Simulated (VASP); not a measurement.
The system is W3N2.

```
W N
1.0
     2.81595    0.00000    0.00000
     0.45971    4.92880    0.00000
     0.70845    0.17668    9.37314
W N
6 4
Direct
  0.32875 0.31964 0.01798
  0.78526 0.85782 0.52837
  0.83253 0.31438 0.34195
  0.69938 0.77636 0.84387
  0.98695 0.85270 0.11031
  0.24268 0.37608 0.61673
  0.85350 0.93706 0.32197
  0.25825 0.47502 0.82589
  0.28951 0.49922 0.19889
  0.72317 0.09172 0.69404
```

* Program: VASP 6.6.1
* Task: relaxation of cell and atoms
* Functional: PBE
* Potentials or basis: VASP PAW PBE potentials, release 64 (W_sv, N)
* Cutoff: 600 eV
* k mesh: 6 × 4 × 2
* Occupations: gaussian, width 0.1 eV
* Spin: no spin polarisation

At the start: pressure 3.0 GPa; volume 13.01 Å³/atom.

How do energy, volume and symmetry change on relaxing?

Over 52 steps the energy falls by 71.9 meV/atom and the volume is 12.94 Å³/atom (-0.5 %); space group P1 (No. 1, to 0.1 Å) before and after.

The path:
```tsv
step	energy change (eV)	largest force (eV/Å)	pressure (GPa)	volume (Å³)
1	0.0000	1.9926	3.03	130.09
3	-0.3098	0.8010	-5.96	132.92
5	-0.4744	0.9246	1.97	129.37
7	-0.5680	0.4326	0.42	129.80
9	-0.5943	0.3781	-1.49	130.57
11	-0.6182	0.3964	1.67	129.13
13	-0.6436	0.3820	0.02	129.44
15	-0.6631	0.3688	-0.75	129.70
17	-0.6715	0.3094	1.01	128.95
19	-0.6799	0.2640	-0.41	129.41
21	-0.6886	0.1629	-0.05	129.23
23	-0.6936	0.1455	0.29	129.00
25	-0.6963	0.1028	-0.46	129.35
27	-0.6979	0.1001	0.31	129.07
29	-0.6995	0.1193	-0.06	129.22
31	-0.7032	0.1565	-0.11	129.30
33	-0.7072	0.1630	0.17	129.17
35	-0.7075	0.1989	0.28	129.13
37	-0.7119	0.1391	-0.44	129.45
39	-0.7135	0.1109	0.31	129.19
41	-0.7152	0.1072	-0.25	129.44
43	-0.7163	0.0804	0.21	129.28
45	-0.7171	0.0660	-0.35	129.51
47	-0.7181	0.0785	0.10	129.36
49	-0.7187	0.0622	-0.18	129.49
51	-0.7191	0.0533	0.14	129.36
52	-0.7193	0.0255	-0.02	129.42
```

Final structure:
```
W N
1.0
     2.80466   -0.15778   -0.01674
     0.17825    4.88159    0.00014
     0.64220    0.15102    9.42930
W N
6 4
Direct
  0.28828 0.31219 0.02149
  0.78081 0.85189 0.52287
  0.78149 0.33547 0.33771
  0.76696 0.77452 0.84011
  0.89304 0.83471 0.11743
  0.31596 0.36406 0.61350
  0.81445 0.94905 0.32367
  0.27374 0.46487 0.82449
  0.31293 0.53292 0.20219
  0.77234 0.08031 0.69653
```

Caveat: the k points lie up to 0.37 Å⁻¹ apart in the final cell.
